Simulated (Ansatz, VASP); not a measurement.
# One calculation of TiAl, two programs

Contents of INCAR:

```
SYSTEM = TiAl
  PREC = Accurate
  ENCUT = 520
  EDIFF = 1E-7
  ISMEAR = 0
  SIGMA = 0.1
  LREAL = .FALSE.
  LASPH = .TRUE.
  NELM = 60
  ALGO = Fast
  ISIF = 2
  LWAVE = .FALSE.
  LCHARG = .TRUE.
  GGA = PE
  LELF = .TRUE.
  LVHAR = .TRUE.
  NBANDS = 14
```

File KPOINTS:

```
regular mesh
0
G
  14 14 14
  0 0 0
```

POSCAR

```
TiAl
1.0
    3.2224582236      0.0000000000      0.0000000000
    0.0000000000      3.2224582236      0.0000000000
    0.0000000000      0.0000000000      3.2224582236
Ti Al
1 1
Direct
    0.0000000000      0.0000000000      0.0000000000
    0.5000000000      0.5000000000      0.5000000000
```

Input for Ansatz:

```yaml
crystal:
  lattice:
    - [3.2224582236, 0.0, 0.0]
    - [0.0, 3.2224582236, 0.0]
    - [0.0, 0.0, 3.2224582236]
  atoms:
    - { symbol: Ti, position: [0.0, 0.0, 0.0] }
    - { symbol: Al, position: [0.5, 0.5, 0.5] }
basis:
  ecutwfc: 420
kpoints:
  mp_grid: { grid: [14, 14, 14] }
hamiltonian:
  xc: pbe
scf:
  occupations: { method: gaussian, width: 0.1 }
output:
  forces: true
  stress: true
  eigenvalues: true
  populations: true
```

Alike in both runs: task single point; functional PBE; k mesh 14 × 14 × 14; occupations gaussian, width 0.1 eV; no spin polarisation.

|  | VASP | Ansatz |
| --- | --- | --- |
| version | VASP 6.6.1 | Ansatz 0.2.0 |
| potentials or method | VASP PAW PBE potentials, release 64 (Ti_sv, Al), cutoff 520 eV | scalar-relativistic, plane waves, PAW |
| valence electrons in the cell | 15 | 15 |

```tsv
	VASP	Ansatz	Ansatz less VASP
gap on the k mesh at the Fermi level (eV)	none	none	-
pressure (GPa)	-3.5	-3.5	+0.02
```

A gap of «none» marks a metal or a gap that the smearing closes. The functional is the same, so the differences come from potentials, cutoffs and numerics.
